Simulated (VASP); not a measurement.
A run of VASP 6.6.1 is set up as follows.

Contents of INCAR:

```
PREC     = Accurate       # precision mode
ENCUT    = 600            # plane-wave cutoff, eV
EDIFF    = 1E-6           # SCF threshold, eV
ISMEAR   = 0              # smearing method
SIGMA    = 0.1            # smearing width, eV
LREAL    = F              # projectors in reciprocal space
LASPH    = T              # aspherical terms in the spheres
NELM     = 60             # most SCF steps
ALGO     = Normal         # electronic algorithm
ISIF     = 3              # what is computed and relaxed
LWAVE    = F              # write WAVECAR
LCHARG   = F              # write CHGCAR
GGA      = PE             # functional
IBRION   = 2              # ionic algorithm
NSW      = 90             # ionic steps
EDIFFG   = -0.04          # ionic threshold
```

Contents of KPOINTS:

```
regular mesh
0
Gamma
  6 6 4
```

The input POSCAR:

```
BP4
1.0
    4.0831766500      0.0000000000      0.0000000000
   -2.0415883300      3.5361347100      0.0000000000
    0.0000000000      0.0000000000      5.8813754000
B P
1 4
Direct
    0.0000000000      0.0000000000      0.5000000000
    0.5000000000      0.0000000000      0.5000000000
    0.0000000000      0.5000000000      0.5000000000
    0.5000000000      0.5000000000      0.5000000000
    0.0000000000      0.0000000000      0.0000000000
```

Potentials or basis: VASP PAW PBE potentials, release 64 (B, P).

Run with:

```sh
$ cat potpaw_PBE.64/B/POTCAR potpaw_PBE.64/P/POTCAR > POTCAR
$ mpirun -np 1 vasp_std > vasp.out
```

Q: Predict the space group after relaxing (to 0.1 Å).

A: P6/mmm (No. 191).

Q: What does it give for the band gap on the k mesh?

A: Zero (an odd number of electrons rules out a gap without spin polarisation).

Q: Predict the relaxed cell.

A: a = 4.958 Å, b = 4.958 Å, c = 3.723 Å, α = 90.00°, β = 90.00°, γ = 120.00°.

Final structure:
```cif
data_structure
_symmetry_space_group_name_H-M 'P 1'
_symmetry_Int_Tables_number 1
_cell_length_a 4.9584
_cell_length_b 4.9584
_cell_length_c 3.7226
_cell_angle_alpha 90.000
_cell_angle_beta 90.000
_cell_angle_gamma 120.000
_cell_volume 79.26
loop_
_atom_site_label
_atom_site_type_symbol
_atom_site_fract_x
_atom_site_fract_y
_atom_site_fract_z
_atom_site_occupancy
B1 B 0.00000 0.00000 0.50000 1
P1 P 0.50000 0.00000 0.50000 1
P2 P 0.00000 0.50000 0.50000 1
P3 P 0.50000 0.50000 0.50000 1
P4 P 0.00000 0.00000 0.00000 1
```

Caveat: a cell axis changed by over 15 % at a fixed basis, so the end point is rough.
